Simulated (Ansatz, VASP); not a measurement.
# RbCl: VASP beside Ansatz

POSCAR

```
RbCl
1.0
    0.0000000000      3.3057264366      3.3057264366
    3.3057264366      0.0000000000      3.3057264366
    3.3057264366      3.3057264366      0.0000000000
Rb Cl
1 1
Direct
    0.0000000000      0.0000000000      0.0000000000
    0.5000000000      0.5000000000      0.5000000000
```

Contents of INCAR.step1:

```
SYSTEM = RbCl
  PREC = Accurate
  ENCUT = 550
  ISMEAR = 0
  SIGMA = 0.01
  LREAL = .FALSE.
  LASPH = .TRUE.
  NELM = 120
  NBANDS = 15
  GGA = PE
  ALGO = Normal
  EDIFF = 1E-5
  LWAVE = .TRUE.
  LCHARG = .FALSE.
  GGA_COMPAT = .FALSE.
```

The input INCAR.step2:

```
SYSTEM = RbCl
  PREC = Accurate
  ENCUT = 550
  EDIFF = 1E-6
  ISMEAR = 0
  SIGMA = 0.01
  LREAL = .FALSE.
  LASPH = .TRUE.
  NELM = 120
  ALGO = Normal
  ISIF = 2
  LWAVE = .FALSE.
  LCHARG = .FALSE.
  METAGGA = R2SCAN
  LMIXTAU = .TRUE.
  NBANDS = 15
  ISTART = 1
  GGA_COMPAT = .FALSE.
```

The input KPOINTS:

```
Automatic mesh
0
G
  6 6 6
  0 0 0
```

Input for Ansatz:

```yaml
crystal:
  lattice:
    - [0.0, 3.3057264366, 3.3057264366]
    - [3.3057264366, 0.0, 3.3057264366]
    - [3.3057264366, 3.3057264366, 0.0]
  atoms:
    - { symbol: Rb, position: [0.0, 0.0, 0.0] }
    - { symbol: Cl, position: [0.5, 0.5, 0.5] }
kpoints:
  mp_grid: { grid: [6, 6, 6] }
hamiltonian:
  xc: r2scan
scf:
  occupations: { method: fixed }
  n_extra_bands: 4
output:
  forces: true
  stress: true
  eigenvalues: true
```

Alike in both runs: task single point; functional r2SCAN; k mesh 6 × 6 × 6; no spin polarisation.

```csv
,VASP,Ansatz
version,VASP 6.6.1,Ansatz 0.2.0
potentials or method,"VASP PAW PBE potentials, release 64 (Rb_sv, Cl)","plane waves, PAW"
plane-wave cutoff (eV),550,500
occupations,"gaussian, width 0.01 eV",fixed
valence electrons in the cell,16,16
```

|  | VASP | Ansatz | Ansatz less VASP |
| --- | --- | --- | --- |
| gap on the k mesh at the Fermi level (eV) | 5.56 | 5.56 | -0.001 |
| pressure (GPa) | 0.0 | 0.0 | -0.01 |

VASP's potentials were made for PBE, not for r2SCAN.
